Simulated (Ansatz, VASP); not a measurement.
**SnO2 in VASP and in Ansatz**

INCAR

```
PREC = Accurate
ENCUT = 520
EDIFF = 1E-6
ISMEAR = 0
SIGMA = 0.05
LREAL = F
LASPH = T
NELM = 100
ALGO = Normal
ISIF = 2
LWAVE = F
LCHARG = F
GGA = PE
IVDW = 12
NBANDS = 35
```

File KPOINTS:

```
regular mesh
0
Gamma
  12 12 4
```

POSCAR

```
SnO2
1.0
    3.1846371011      0.0000000000      0.0000000000
   -1.5923185505      2.7579766314      0.0000000000
    0.0000000000      0.0000000000     10.2508826396
Sn O
2 4
Direct
    0.0000000000      0.0000000000      0.5000000000
    0.0000000000      0.0000000000      0.0000000000
    0.6666666667      0.3333333333      0.4018520904
    0.6666666667      0.3333333333      0.0981479096
    0.3333333333      0.6666666667      0.5981479096
    0.3333333333      0.6666666667      0.9018520904
```

Input for Ansatz:

```yaml
crystal:
  lattice:
    - [3.1846371011, 0.0, 0.0]
    - [-1.5923185505, 2.7579766314, 0.0]
    - [0.0, 0.0, 10.2508826396]
  atoms:
    - { symbol: Sn, position: [0.0, 0.0, 0.5] }
    - { symbol: Sn, position: [0.0, 0.0, 0.0] }
    - { symbol: O, position: [0.6666666667, 0.3333333333, 0.4018520904] }
    - { symbol: O, position: [0.6666666667, 0.3333333333, 0.0981479096] }
    - { symbol: O, position: [0.3333333333, 0.6666666667, 0.5981479096] }
    - { symbol: O, position: [0.3333333333, 0.6666666667, 0.9018520904] }
basis:
  ecutwfc: 520.0
kpoints:
  mp_grid: { grid: [12, 12, 4] }
hamiltonian:
  xc: pbe
  pseudopotentials: { kind: paw, azcp: { folder: soft_1 } }
  dispersion: d3bj
scf:
  occupations: { method: gaussian, width: 0.05 }
output:
  forces: true
  stress: true
  eigenvalues: true
  write_density: true
  write_potential: true
  elf: true
  volumetric_format: npy
```

Change from the starting cell: mode 1 frozen in at +0.000 Å, equal normal strain along x, y and z -0.0083.

Alike in both runs: task single point; functional PBE; dispersion D3(BJ); k mesh 12 × 12 × 4; occupations gaussian, width 0.05 eV; no spin polarisation.

|  | VASP | Ansatz |
| --- | --- | --- |
| version | VASP 6.6.1 | Ansatz 0.2.0 |
| potentials or method | VASP PAW PBE potentials, release 64 (Sn_d, O), cutoff 520 eV | scalar-relativistic, plane waves, PAW |
| valence electrons in the cell | 52 | 52 |

```csv
,VASP,Ansatz,Ansatz less VASP
gap on the k mesh at the Fermi level (eV),2.21,2.24,+0.023
least direct gap on the mesh (eV),2.62,2.64,+0.015
pressure (GPa),4.2,3.6,-0.64
"traceless stress, the component that is largest in VASP (GPa)",-1.82,-1.44,+0.373
rms of the force components (eV/Å),0.163,0.135,-0.0290
```

Atom by atom the forces differ by 0.029 eV/Å (rms over components).
